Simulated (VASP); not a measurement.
A run of VASP 6.6.1 is set up as follows.

Contents of POSCAR:

```
Ga
1.0
    2.2393310198     -3.7969541309      0.0000000000
    2.2393310198      3.7969541309      0.0000000000
    0.0000000000      0.0000000000      4.5181202711
Ga
4
Direct
    0.6559900204      0.3440099796      0.4151322106
    0.8440099796      0.1559900204      0.9151322106
    0.3440099796      0.6559900204      0.5848677894
    0.1559900204      0.8440099796      0.0848677894
```

INCAR.step1

```
SYSTEM = Ga
PREC = Accurate
ENCUT = 520
ISMEAR = 0
SIGMA = 0.1
LREAL = .FALSE.
LASPH = .TRUE.
NELM = 60
NBANDS = 34
GGA = PE
ALGO = Normal
EDIFF = 1E-4
LWAVE = .TRUE.
LCHARG = .FALSE.
```

Contents of INCAR.step2:

```
SYSTEM = Ga
PREC = Accurate
ENCUT = 520
EDIFF = 1E-6
ISMEAR = 0
SIGMA = 0.1
LREAL = .FALSE.
LASPH = .TRUE.
NELM = 60
ALGO = Normal
ISIF = 2
LWAVE = .FALSE.
LCHARG = .FALSE.
METAGGA = R2SCAN
LMIXTAU = .TRUE.
NBANDS = 34
ISTART = 1
```

KPOINTS

```
Automatic mesh
0
G
  12 12 10
  0 0 0
```

Potentials or basis: VASP PAW PBE potentials, release 64 (Ga_d).

The run is started by

```console
$ cat potpaw_PBE.64/Ga_d/POTCAR > POTCAR
$ cp INCAR.step1 INCAR
$ mpirun -np 1 vasp_std > vasp.out
$ cp INCAR.step2 INCAR
$ mpirun -np 1 vasp_std > vasp.out
```

Predict the largest force.

0.008 eV/Å.

What does it give for the band gap on the k mesh?

Zero (bands 26 and 27 overlap by 1.33 eV).

Predict the pressure.

0.1 GPa.

Forces in eV/Å, atoms in the order of the input:
```
Ga   0.000  0.007 -0.004
Ga   0.000 -0.007 -0.004
Ga   0.000 -0.007  0.004
Ga   0.000  0.007  0.004
```

Caveat: the PAW data sets were made with another functional, which shifts forces and pressure a little.
